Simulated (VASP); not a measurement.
Input of a VASP 6.6.1 run:

File INCAR:

```
PREC = Accurate ; ENCUT = 520
EDIFF = 1E-7 ; ISMEAR = 0
SIGMA = 0.01 ; LREAL = F
LASPH = T ; NELM = 80
ALGO = Normal ; ISIF = 2
LWAVE = F ; LCHARG = F
GGA = PE ; NBANDS = 16
```

KPOINTS

```
Automatic mesh
0
Gamma
  8 8 8
```

POSCAR

```
GaAs
1.0
    0.0000000000      2.8732000413      2.8732000413
    2.8732000413      0.0000000000      2.8732000413
    2.8732000413      2.8732000413      0.0000000000
Ga As
1 1
Direct
    0.0000000000      0.0000000000      0.0000000000
    0.2500000000      0.2500000000      0.2500000000
```

Potentials or basis: VASP PAW PBE potentials, release 64 (Ga_d, As).

Command:

```bash
$ cat potpaw_PBE.64/Ga_d/POTCAR potpaw_PBE.64/As/POTCAR > POTCAR
$ mpirun -np 1 vasp_std > vasp.out
```

Estimate the band gap on the k mesh.

0.16 eV, direct.

Predict the pressure.

0.1 GPa.

**What was measured.**

“Evidence of valence band perturbations in GaAsN/GaAs(001): A combined variable-angle spectroscopic ellipsometry and modulated photoreflectance investigation”, 2008, arxiv:0805.2212 reports, for a bulk crystal of GaAs at 300 K: band gap 1.412 ± 0.01 eV (direct).

A measured gap of GaAs is 1.412 eV (direct; 300 K; “Evidence of valence band perturbations in GaAsN/GaAs(001): A combined variable-angle spectroscopic ellipsometry and modulated photoreflectance investigation”, 2008, arxiv:0805.2212); the calculated 0.16 eV misses it by -1.25 eV. So large a miss can be the level of theory's own, or it may mean another phase, state or a wrong row. 3 values of this kind are on record (1.412 to 1.51 eV); this one was drawn at random among those near their median, those with a stated uncertainty first. Spin-orbit coupling on As, Ga is left out. The value is that of PBE, without temperature or zero-point motion. Semilocal functionals fall short of measured gaps as a rule.
